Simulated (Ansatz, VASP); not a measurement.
**One calculation of SnC3, two programs**

Contents of POSCAR:

```
SnC3
1.0
    1.5976798928      0.9224209162      5.2727760464
   -1.5976798928      0.9224209162      5.2727760464
    0.0000000000     -1.8448418324      5.2727760464
C Sn
3 1
Direct
    1.0142625338      0.0142625338      0.0142625338
    0.4775486066      0.4775486066      0.4775486066
    0.3833323660      0.3833323660      0.3833323660
    0.8748564936      0.8748564936      0.8748564936
```

Contents of INCAR.step1:

```
PREC = Accurate ; ENCUT = 520
ISMEAR = -1 ; SIGMA = 0.02
LREAL = False ; LASPH = True
NELM = 100 ; NBANDS = 21
GGA = PE ; ALGO = Normal
EDIFF = 1E-4 ; LWAVE = True
LCHARG = False
```

The input INCAR.step2:

```
PREC = Accurate ; ENCUT = 520
EDIFF = 1E-6 ; ISMEAR = -1
SIGMA = 0.02 ; LREAL = False
LASPH = True ; NELM = 100
ALGO = Normal ; ISIF = 2
LWAVE = False ; LCHARG = False
METAGGA = R2SCAN ; LMIXTAU = True
NBANDS = 21 ; ISTART = 1
```

The input KPOINTS:

```
regular mesh
0
Gamma
  8 8 8
```

Input for Ansatz:

```yaml
crystal:
  lattice:
    - [1.5976798928, 0.9224209162, 5.2727760464]
    - [-1.5976798928, 0.9224209162, 5.2727760464]
    - [0.0, -1.8448418324, 5.2727760464]
  atoms:
    - { symbol: C, position: [1.0142625338, 0.0142625338, 0.0142625338] }
    - { symbol: C, position: [0.4775486066, 0.4775486066, 0.4775486066] }
    - { symbol: C, position: [0.383332366, 0.383332366, 0.383332366] }
    - { symbol: Sn, position: [0.8748564936, 0.8748564936, 0.8748564936] }
kpoints:
  mp_grid: { grid: [8, 8, 8] }
hamiltonian:
  xc: r2scan
scf:
  occupations: { method: fermi_dirac, width: 0.02 }
  n_extra_bands: 5
output:
  forces: true
  stress: true
  eigenvalues: true
```

Alike in both runs: task single point; functional r2SCAN; k mesh 8 × 8 × 8; occupations fermi-dirac, width 0.02 eV; no spin polarisation.

|  | VASP | Ansatz |
| --- | --- | --- |
| version | VASP 6.6.1 | Ansatz 0.2.0 |
| potentials or method | VASP PAW PBE potentials, release 64 (C, Sn_d) | plane waves, PAW |
| plane-wave cutoff (eV) | 520 | 500 |
| valence electrons in the cell | 26 | 26 |

Ansatz gave:

| Property | Result |
| --- | --- |
| pressure (GPa) | -9.6 |
| traceless stress, the component that is largest in VASP (GPa) | -3.60 |
| rms of the force components (eV/Å) | 0.200 |

Problem. What did VASP give for the same quantities?

Solution. Pressure (GPa): -9.2; traceless stress, the component that is largest in VASP (GPa): -3.63; rms of the force components (eV/Å): 0.189.

VASP's potentials were made for PBE, not for r2SCAN. Atom by atom the forces differ by 0.019 eV/Å (rms over components).
